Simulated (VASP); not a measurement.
A run of VASP 6.6.1 is set up as follows.

Contents of INCAR:

```
SYSTEM = Ir
  ALGO = Normal
  EDIFF = 1E-6
  ENCUT = 520
  GGA = PS
  ISIF = 2
  ISMEAR = -1
  LASPH = .TRUE.
  LCHARG = .FALSE.
  LREAL = .FALSE.
  LWAVE = .FALSE.
  NBANDS = 26
  NELM = 60
  PREC = Accurate
  SIGMA = 0.1
```

Contents of KPOINTS:

```
k-points
0
G
  15 15 4
  0 0 0
```

Contents of POSCAR:

```
Ir
1.0
    2.5977485811      0.0000000000      0.0000000000
   -1.2988742905      2.2497162639      0.0000000000
    0.0000000000      0.0000000000      8.4862132799
Ir
4
Direct
    0.0000000000      0.0000000000      0.0000000000
    0.0000000000      0.0000000000      0.5000000000
    0.3333333333      0.6666666667      0.2500000000
    0.6666666667      0.3333333333      0.7500000000
```

Potentials or basis: VASP PAW PBE potentials, release 64 (Ir).

Command:

```console
$ cat potpaw_PBE.64/Ir/POTCAR > POTCAR
$ mpirun -np 1 vasp_std > vasp.out
```

Question: Predict the pressure.

Answer: 69.8 GPa.

Question: Estimate the band gap on the k mesh.

Answer: Zero (band 18 reaches 14.01 eV, above the bottom of band 19 at 10.83 eV).

Stress tensor (GPa, compression positive):
```
69.56  0.00  0.00
 0.00 69.56  0.00
 0.00  0.00 70.26
```

Caveat: the PAW data sets were made with another functional, which shifts forces and pressure a little; spin-orbit coupling is left out, which moves the levels of the heavy elements.
